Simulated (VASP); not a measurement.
Wanted: the native input for a VASP 6.6.1 run.

```yaml
Task: single point
Functional: PBE
Potentials_or_basis: VASP PAW PBE potentials, release 64 (Hf_pv, Mg)
Cutoff: 520 eV
k_mesh: 8 × 8 × 8
Occupations: gaussian, width 0.05 eV
Spin: no spin polarisation
Dipole_correction: no
Further_INCAR_settings: ALGO = Fast; EDIFF = 1e-07; NBANDS = 16
```

The structure of HfMg3 lies in POSCAR:

```
HfMg3
1.0
    4.4795373167      0.0000000000      0.0000000000
    0.0000000000      4.4351854621      0.0000000000
    0.0000000000      0.0000000000      4.4351854621
Hf Mg
1 3
Direct
    0.0000000000      0.0000000000      0.0000000000
    0.0000000000      0.5000000000      0.5000000000
    0.5000000000      0.5000000000      0.0000000000
    0.5000000000      0.0000000000      0.5000000000
```

One way to write it, as run:

INCAR

```
SYSTEM = HfMg3
PREC = Accurate
ENCUT = 520
EDIFF = 1E-7
ISMEAR = 0
SIGMA = 0.05
LREAL = .False.
LASPH = .True.
NELM = 100
ALGO = Fast
ISIF = 2
LWAVE = .False.
LCHARG = .False.
GGA = PE
NBANDS = 16
```

KPOINTS

```
regular mesh
0
Gamma
  8 8 8
  0 0 0
```

Potentials or basis: VASP PAW PBE potentials, release 64 (Hf_pv, Mg).

Command:

```bash
$ cat potpaw_PBE.64/Hf_pv/POTCAR potpaw_PBE.64/Mg/POTCAR > POTCAR
$ mpirun -np 1 vasp_std > vasp.out
```

Results of the run:

The pressure is -0.7 GPa and the band gap on the k mesh is zero (band 8 reaches 3.66 eV, above the bottom of band 9 at 2.18 eV).

Caveat: spin-orbit coupling is left out, which moves the levels of the heavy elements.

Run time: 89 s on 1 thread of Intel(R) Xeon(R) Platinum 8124M CPU @ 3.00GHz (Skylake/Cascade Lake), with other jobs on the host, peak memory 0.28 GiB.
